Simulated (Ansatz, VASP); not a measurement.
**Two plane-wave programs on Ga4AsN3**

The input INCAR:

```
SYSTEM = Ga4AsN3
  ALGO = Normal
  EDIFF = 1E-7
  ENCUT = 520
  GGA = PE
  ISIF = 2
  ISMEAR = -1
  LASPH = .True.
  LCHARG = .False.
  LREAL = .False.
  LWAVE = .False.
  NBANDS = 46
  NELM = 100
  PREC = Accurate
  SIGMA = 0.02
```

The input KPOINTS:

```
k-points
0
Gamma
  8 8 8
  0 0 0
```

Contents of POSCAR:

```
Ga4AsN3
1.0
   -2.4096374658      2.4096374658      4.7187606048
    2.4096374658     -2.4096374658      4.7187606048
    2.4096374658      2.4096374658     -4.7187606048
N Ga As
3 4 1
Direct
    0.2500000000      0.7500000000      0.5000000000
    0.5000000000      0.5000000000      0.0000000000
    0.7500000000      0.2500000000      0.5000000000
    0.8557903299      0.4185398559      0.0000000000
    0.1442096701      0.1442096701      0.5627495260
    0.4185398559      0.8557903299      0.0000000000
    0.5814601441      0.5814601441      0.4372504740
    0.0000000000      0.0000000000      0.0000000000
```

Input for Ansatz:

```yaml
crystal:
  lattice:
    - [-2.4096374658, 2.4096374658, 4.7187606048]
    - [2.4096374658, -2.4096374658, 4.7187606048]
    - [2.4096374658, 2.4096374658, -4.7187606048]
  atoms:
    - { symbol: "N", position: [0.25, 0.75, 0.5] }
    - { symbol: Ga, position: [0.8557903299, 0.4185398559, 0.0] }
    - { symbol: "N", position: [0.5, 0.5, 0.0] }
    - { symbol: Ga, position: [0.1442096701, 0.1442096701, 0.562749526] }
    - { symbol: "N", position: [0.75, 0.25, 0.5] }
    - { symbol: Ga, position: [0.4185398559, 0.8557903299, 0.0] }
    - { symbol: As, position: [0.0, 0.0, 0.0] }
    - { symbol: Ga, position: [0.5814601441, 0.5814601441, 0.437250474] }
kpoints:
  mp_grid: { grid: [8, 8, 8] }
  band_path:
    path:
      - [[0.0, 0.0, 0.0], [1.588789299435e-18, -1.588789299435e-18, 0.5], [0.25, 0.25, 0.25], [-2.736877165482e-17, 0.5, 2.736877165482e-17], [0.0, 0.0, 0.0], [0.5, 0.5, -0.5], [0.315190983479, 0.684809016521, -0.315190983479]]
      - [[-0.315190983479, 0.315190983479, 0.315190983479], [0.0, 0.0, 0.0]]
      - [[1.588789299435e-18, -1.588789299435e-18, 0.5], [-0.1303819669579, 0.1303819669579, 0.5]]
      - [[0.5, 0.5, -0.1303819669579], [0.5, 0.5, -0.5]]
    npoints: 10
hamiltonian:
  xc: pbe
scf:
  occupations: { method: fermi_dirac, width: 0.02 }
  n_extra_bands: 6
output:
  forces: true
  stress: true
  eigenvalues: true
  write_density: true
  write_potential: true
  elf: true
  volumetric_format: npy
```

Alike in both runs: task single point; functional PBE; k mesh 8 × 8 × 8; occupations fermi-dirac, width 0.02 eV; no spin polarisation.

```csv
,VASP,Ansatz
version,VASP 6.6.1,Ansatz 0.2.0
potentials or method,"VASP PAW PBE potentials, release 64 (N, Ga_d, As)","plane waves, PAW"
plane-wave cutoff (eV),520,420
valence electrons in the cell,72,82
```

|  | VASP | Ansatz | Ansatz less VASP |
| --- | --- | --- | --- |
| pressure (GPa) | 5.2 | 4.9 | -0.27 |
| rms of the force components (eV/Å) | 0.037 | 0.037 | 0.0000 |

VASP's potentials hold 72 valence electrons a cell and Ansatz's 82, so a difference there can come from the potentials and not from the codes.
